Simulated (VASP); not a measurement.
# GaAs in VASP: single point with PBE

Aim: the single point of GaAs with PBE.

Program: VASP 6.6.1. These are calculated values, not measurements. Logs are shortened: lines on timing, memory, paths and dates and some standing lists are left out, and cuts for length are marked.

## (1) The cell of the first run

The cell holds a slab with vacuum, 12 atoms: a = 4.063 Å, b = 5.745 Å, c = 25.157 Å, α = 90.00°, β = 90.00°, γ = 90.00°.

## (2) Single point, PBE

The input, INCAR:

```
SYSTEM = GaAs
PREC = Accurate ; ENCUT = 520
EDIFF = 1E-6 ; ISMEAR = 0
SIGMA = 0.05 ; LREAL = .FALSE.
LASPH = .TRUE. ; NELM = 80
ALGO = Normal ; ISIF = 2
LWAVE = .FALSE. ; LCHARG = .FALSE.
GGA = PE ; NBANDS = 66
```

The input, KPOINTS:

```
Automatic mesh
0
G
  9 6 1
  0 0 0
```

The input, POSCAR:

```
GaAs
1.0
    4.0626003765      0.0000000000      0.0000000000
    0.0000000000      5.7453845509      0.0000000000
    0.0000000000      0.0000000000     25.1565009412
Ga As
6 6
Direct
    0.5000000000      0.5000000000      0.2981336720
    0.0000000000      0.0000000000      0.3788802032
    0.5000000000      0.5000000000      0.4596267344
    0.0000000000      0.0000000000      0.5403732656
    0.5000000000      0.5000000000      0.6211197968
    0.0000000000      0.0000000000      0.7018663280
    0.0000000000      0.2500000000      0.2981336720
    0.5000000000      0.7500000000      0.3788802032
    0.0000000000      0.2500000000      0.4596267344
    0.5000000000      0.7500000000      0.5403732656
    0.0000000000      0.2500000000      0.6211197968
    0.5000000000      0.7500000000      0.7018663280
```

Potentials or basis: VASP PAW PBE potentials, release 64 (Ga_d, As).

The run is started by

```
cat potpaw_PBE.64/Ga_d/POTCAR potpaw_PBE.64/As/POTCAR > POTCAR
mpirun -np 1 vasp_std > vasp.out
```

OUTCAR:

```text
SYSTEM = GaAs
   PREC = Accurate
   ENCUT = 520
   EDIFF = 1E-6
   ISMEAR = 0
   LREAL = .FALSE.
   LASPH = .TRUE.
   NELM = 80
   ISIF = 2
   GGA = PE

 ion  position               nearest neighbor table
   1  0.500  0.500  0.298-   8 2.49   7 2.49   7 2.49
   2  0.000  0.000  0.379-   7 2.49   9 2.49   8 2.49   8 2.49
   3  0.500  0.500  0.460-   8 2.49  10 2.49   9 2.49   9 2.49
   4  0.000  0.000  0.540-  11 2.49   9 2.49  10 2.49  10 2.49
   5  0.500  0.500  0.621-  10 2.49  12 2.49  11 2.49  11 2.49
   6  0.000  0.000  0.702-  11 2.49  12 2.49  12 2.49
   7  0.000  0.250  0.298-   2 2.49   1 2.49   1 2.49
   8  0.500  0.750  0.379-   1 2.49   3 2.49   2 2.49   2 2.49
   9  0.000  0.250  0.460-   2 2.49   4 2.49   3 2.49   3 2.49
  10  0.500  0.750  0.540-   5 2.49   3 2.49   4 2.49   4 2.49
  11  0.000  0.250  0.621-   4 2.49   6 2.49   5 2.49   5 2.49
  12  0.500  0.750  0.702-   5 2.49   6 2.49   6 2.49

  LATTYP: Found a simple orthorhombic cell.
 ALAT       =     4.0626003765
 B/A-ratio  =     1.4142135624
 C/A-ratio  =     6.1922164648

  Lattice vectors:

 A1 = (   4.0626003765,   0.0000000000,   0.0000000000)
 A2 = (   0.0000000000,   5.7453845509,   0.0000000000)
 A3 = (   0.0000000000,   0.0000000000,  25.1565009412)

Analysis of symmetry for initial positions (statically):
=====================================================================
 Subroutine PRICEL returns:
 Original cell was already a primitive cell.

 Routine SETGRP: Setting up the symmetry group for a
 simple orthorhombic supercell.

 Subroutine GETGRP returns: Found  4 space group operations
 (whereof  2 operations were pure point group operations)
 out of a pool of  8 trial point group operations.

The static configuration has the point symmetry C_1h.
 The point group associated with its full space group is C_2v.

Analysis of symmetry for dynamics (positions and initial velocities):
=====================================================================
 Subroutine PRICEL returns:
 Original cell was already a primitive cell.

 Routine SETGRP: Setting up the symmetry group for a
 simple orthorhombic supercell.

 Subroutine GETGRP returns: Found  4 space group operations
 (whereof  2 operations were pure point group operations)
 out of a pool of  8 trial point group operations.

The dynamic configuration has the point symmetry C_1h.
 The point group associated with its full space group is C_2v.

 Subroutine INISYM returns: Found  4 space group operations
 (whereof  2 operations are pure point group operations),
 and found     1 'primitive' translations

----------------------------------------------------------------------------------------

                                     Primitive cell

  volume of cell :     587.1830

  direct lattice vectors                    reciprocal lattice vectors
     4.062600376  0.000000000  0.000000000     0.246147764  0.000000000  0.000000000
     0.000000000  5.745384551  0.000000000     0.000000000  0.174052753  0.000000000
     0.000000000  0.000000000 25.156500941     0.000000000  0.000000000  0.039751156

  length of vectors
     4.062600376  5.745384551 25.156500941     0.246147764  0.174052753  0.039751156

  position of ions in fractional coordinates (direct lattice)
     0.500000000  0.500000000  0.298133672
     0.000000000  0.000000000  0.378880203
     0.500000000  0.500000000  0.459626734
     0.000000000  0.000000000  0.540373266
     0.500000000  0.500000000  0.621119797
     0.000000000  0.000000000  0.701866328
     0.000000000  0.250000000  0.298133672
     0.500000000  0.750000000  0.378880203
     0.000000000  0.250000000  0.459626734
     0.500000000  0.750000000  0.540373266
     0.000000000  0.250000000  0.621119797
     0.500000000  0.750000000  0.701866328

  ion indices of the primitive-cell ions
   primitive index   ion index
                 1           1
                 2           2
                 3           3
                 4           4
                 5           5
                 6           6
                 7           7
                 8           8
                 9           9
                10          10
                11          11
                12          12

----------------------------------------------------------------------------------------

 KPOINTS: Automatic mesh

Automatic generation of k-mesh.
 Grid dimensions read from file:
 generate k-points for:    9    6    1

 Generating k-lattice:

  Cartesian coordinates                     Fractional coordinates (reciprocal lattice)
     0.027349752  0.000000000  0.000000000     0.111111111  0.000000000  0.000000000
     0.000000000  0.029008792  0.000000000     0.000000000  0.166666667  0.000000000
     0.000000000  0.000000000  0.039751156     0.000000000  0.000000000  1.000000000

  Length of vectors
     0.027349752  0.029008792  0.039751156

  Shift w.r.t. Gamma in fractional coordinates (k-lattice)
     0.000000000  0.000000000  0.000000000

 Subroutine IBZKPT returns following result:
 ===========================================

 Found     20 irreducible k-points:

 Following reciprocal coordinates:
            Coordinates               Weight
  0.000000  0.000000  0.000000      1.000000
  0.111111  0.000000  0.000000      2.000000
  0.222222  0.000000  0.000000      2.000000
  0.333333  0.000000  0.000000      2.000000
  0.444444  0.000000  0.000000      2.000000
  0.000000  0.166667  0.000000      2.000000
[... 12 lines left out ...]
  0.333333  0.500000  0.000000      2.000000
  0.444444  0.500000  0.000000      2.000000
   k-points           NKPTS =     20   k-points in BZ     NKDIM =     20   number of bands    NBANDS=     66
   number of dos      NEDOS =    301   number of ions     NIONS =     12
   total plane-waves  NPLWV = 276480
   dimension x,y,z NGX =    30 NGY =   48 NGZ =  192
   dimension x,y,z NGXF=    60 NGYF=   96 NGZF=  384
   ions per type =               6   6
   NGX,Y,Z   is equivalent  to a cutoff of  12.28, 13.89, 12.69 a.u.
   NGXF,Y,Z  is equivalent  to a cutoff of  24.55, 27.78, 25.38 a.u.
 SYSTEM =  GaAs
   PREC   = accura    normal or accurate (medium, high low for compatibility)
   ISTART =      0    job   : 0-new  1-cont  2-samecut
   ICHARG =      2    charge: 1-file 2-atom 10-const
   ISPIN  =      1    spin polarized calculation?
   LNONCOLLINEAR =      F non collinear calculations
   LSORBIT =      F    spin-orbit coupling
   LASPH  =      T    aspherical Exc in radial PAW
   ENCUT  =  520.0 eV  38.22 Ry    6.18 a.u.   7.55 10.68 46.77*2*pi/ulx,y,z
   NELM   =     80;   NELMIN=  2; NELMDL= -5     # of ELM steps
   EDIFF  = 0.1E-05   stopping-criterion for ELM
   LREAL  =      F    real-space projection
   EDIFFG = 0.1E-04   stopping-criterion for IOM
   NSW    =      0    number of steps for IOM
   IBRION =     -1    ionic relax: 0-MD 1-quasi-New 2-CG
   NFREE  =      0    steps in history (QN), initial steepest desc. (CG)
   ISIF   =      2    stress and relaxation
   ISYM   =      2    0-nonsym 1-usesym 2-fastsym
   POTIM  = 0.5000    time-step for ionic-motion
   TEBEG  =    0.0;   TEEND  =   0.0 temperature during run
   PSTRESS=    0.0 pullay stress
   NELECT =     108.0000    total number of electrons
   NUPDOWN=      -1.0000    fix difference up-down
   EMIN   =  10.00;   EMAX   =-10.00  energy-range for DOS
   EFERMI =   0.00;   METHOD = LEGACY
   ISMEAR =     0;   SIGMA  =   0.05  broadening in eV -4-tet -1-fermi 0-gaus
   EFERMI_NEDOS =   21; number of points for ismear=-14 and -15
   IALGO  =     38    algorithm
   IMIX   =      4    mixing-type and parameters
     AMIX     =   0.40;   BMIX     =  1.00
     AMIX_MAG =   1.60;   BMIX_MAG =  1.00
  volume/ion in A,a.u.               =      48.93       330.21
  Fermi-wavevector in a.u.,A,eV,Ry     =   0.931018  1.759370 11.793466  0.866795
  Thomas-Fermi vector in A             =   2.057468
   LORBIT       =      0    0 simple, 1 ext, 2 COOP (PROOUT), +10 PAW based schemes
   GGA     = PE    functional components
   LHFCALC =     F    Hartree Fock is set to
   AEXX    =    0.0000 exact exchange contribution
   IVDW    =     0    specifies the selected vdW correction
   LEPSILON=     F    determine dielectric tensor
   LRPA    =     F    only Hartree local field effects (RPA)
 non-spin polarized calculation
 Gauss-broadening in eV      SIGMA  =   0.05
  energy-cutoff  :      520.00
  volume of cell :      587.18
 maximum number of plane-waves:     15860
 NGX is ok and might be reduce to    30
   NGX = 15   NGY = 21   NGZ = 93

 number of electron     108.0000130 magnetization

 Free energy of the ion-electron system (eV)
  ---------------------------------------------------
  ext. energy  EPLUGINS =         0.00000000
  ---------------------------------------------------
  free energy    TOTEN  =       -46.66317063 eV

  energy without entropy =      -46.66317063  energy(sigma->0) =      -46.66317063

 E-fermi :  -0.5987     XC(G=0):  -5.1523

 val. band max:       -0.8019867855   @ k =   0.0000   0.0000   0.0000
 cond. band min:      -0.3955185755   @ k =   0.0000   0.0000   0.0000
 fundamental gap:      0.4064682100
 Fermi energy:        -0.5986639975

 k-point     1 :       0.0000    0.0000    0.0000
  band No.  band energies     occupation
      1     -15.6701      2.00000
      2     -15.6700      2.00000
      3     -15.6635      2.00000
      4     -15.6632      2.00000
      5     -15.6123      2.00000
      6     -15.6079      2.00000
[... 58 lines left out ...]
     65       3.1869      0.00000
     66       3.2894      0.00000

 k-point     2 :       0.1111    0.0000    0.0000
  band No.  band energies     occupation
      1     -15.6696      2.00000
      2     -15.6695      2.00000
      3     -15.6623      2.00000
      4     -15.6620      2.00000
      5     -15.6127      2.00000
      6     -15.6114      2.00000
[... 1300 lines left out ...]
     65       4.0619      0.00000
     66       4.0722      0.00000

------------------------ aborting loop because EDIFF is reached ----------------------------------------

  FORCE on cell =-STRESS in cart. coord.  units (eV):
  Direction    XX          YY          ZZ          XY          YZ          ZX
  --------------------------------------------------------------------------------------
  -------------------------------------------------------------------------------------
  Total       -1.6644620     -1.3710526      1.4182333      0.0000000      0.0000000      0.0000000
  in kB       -4.5416224     -3.7410307      3.8697669      0.0000000      0.0000000      0.0000000
  external PRESSURE =      -1.4709620 kB  Pullay stress =       0.0000000 kB

 VOLUME and BASIS-vectors are now :
 -----------------------------------------------------------------------------
  energy-cutoff  :      520.00
  volume of cell :      587.18
      direct lattice vectors                 reciprocal lattice vectors
     4.062600376  0.000000000  0.000000000     0.246147764  0.000000000  0.000000000
     0.000000000  5.745384551  0.000000000     0.000000000  0.174052753  0.000000000
     0.000000000  0.000000000 25.156500941     0.000000000  0.000000000  0.039751156

 POSITION                                       TOTAL-FORCE (eV/Angst)
 -----------------------------------------------------------------------------------
      2.03130      2.87269      7.50000         0.000000     -0.941682      1.218935
      0.00000      0.00000      9.53130         0.000000      0.260779      0.187957
      2.03130      2.87269     11.56260         0.000000     -0.178031      0.149725
      0.00000      0.00000     13.59390         0.000000     -0.178031     -0.149725
      2.03130      2.87269     15.62520         0.000000      0.260779     -0.187957
      0.00000      0.00000     17.65650         0.000000     -0.941682     -1.218935
      0.00000      1.43635      7.50000         0.000000      0.162250     -1.236414
      2.03130      4.30904      9.53130         0.000000      0.591740     -0.487315
      0.00000      1.43635     11.56260         0.000000      0.104945      0.133022
      2.03130      4.30904     13.59390         0.000000      0.104945     -0.133022
      0.00000      1.43635     15.62520         0.000000      0.591740      0.487315
      2.03130      4.30904     17.65650         0.000000      0.162250      1.236414
 -----------------------------------------------------------------------------------
    total drift:                                0.000000      0.001353      0.000000

  FREE ENERGIE OF THE ION-ELECTRON SYSTEM (eV)
  ---------------------------------------------------
  free  energy   TOTEN  =       -46.6631706323 eV

  energy  without entropy=      -46.6631706322  energy(sigma->0) =      -46.66317063
```

Run time: 22 min. Hardware: 1 thread of Oxide Virtual Turin-like, shared host; peak memory 0.88 GiB.

Results:

* Free energy: -46.6632 eV
* Largest force: 1.540 eV/Å
* Band gap on the k mesh: 0.41 eV

Forces on the atoms (eV/Å):
```
Ga   0.000 -0.942  1.219
Ga   0.000  0.261  0.188
Ga   0.000 -0.178  0.150
Ga   0.000 -0.178 -0.150
Ga   0.000  0.261 -0.188
Ga   0.000 -0.942 -1.219
As   0.000  0.162 -1.236
As   0.000  0.592 -0.487
As   0.000  0.105  0.133
As   0.000  0.105 -0.133
As   0.000  0.592  0.487
As   0.000  0.162  1.236
```

Levels at points of the mesh, in eV from the valence-band top:
| k point | band 52 | band 53 | band 54 | band 55 | band 56 | band 57 |
| --- | --- | --- | --- | --- | --- | --- |
| (0.00, 0.00, 0.00) | -0.17 | -0.15 | 0.00 | 0.41 | 1.11 | 1.80 |
| (0.00, 0.50, 0.00) | -0.80 | -0.34 | -0.34 | 0.48 | 0.48 | 1.69 |

Caveat: there is no dipole correction, which matters where the two faces differ; semilocal functionals underestimate gaps, and a narrow one can read as zero.
